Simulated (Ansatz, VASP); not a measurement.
Two plane-wave programs on Tl2Se

```
CELL_PARAMETERS angstrom
9.10461 0.00000 0.00000
0.00000 9.10461 0.00000
0.00000 0.00000 4.29960
ATOMIC_POSITIONS crystal
Tl 0.34365 0.34365 0.00000
Tl 0.15635 0.84365 0.50000
Tl 0.65635 0.65635 0.00000
Tl 0.84365 0.15635 0.50000
Se 0.00000 0.00000 0.00000
Se 0.50000 0.50000 0.50000
```

Alike in both runs: functional PBE; k mesh 4 × 4 × 6; occupations gaussian, width 0.02 eV; no spin polarisation.

Ansatz relaxed the structure, and its values are those at the end. VASP's run is a single point on that final structure, the one shown.

|  | VASP | Ansatz |
| --- | --- | --- |
| version | VASP 6.6.1 | Ansatz 0.2.0 |
| potentials or method | VASP PAW PBE potentials, release 64 (Tl_d, Se), cutoff 520 eV | scalar-relativistic, plane waves, PAW |
| valence electrons in the cell | 64 | 84 |

Ansatz gave:

| Item | Value |
| --- | --- |
| gap on the k mesh at the Fermi level (eV) | 0.71 |
| least direct gap on the mesh (eV) | 0.71 |
| pressure (GPa) | 0.0 |
| rms of the force components (eV/Å) | 0.001 |

Q: Which values does VASP return?

A: gap on the k mesh at the Fermi level (eV): 0.70; least direct gap on the mesh (eV): 0.70; pressure (GPa): 0.0; rms of the force components (eV/Å): 0.003.

VASP's potentials hold 64 valence electrons a cell and Ansatz's 84, so a difference there can come from the potentials and not from the codes. Ansatz's warnings: xc potential rough in thin density.

Spin-orbit coupling is off throughout.
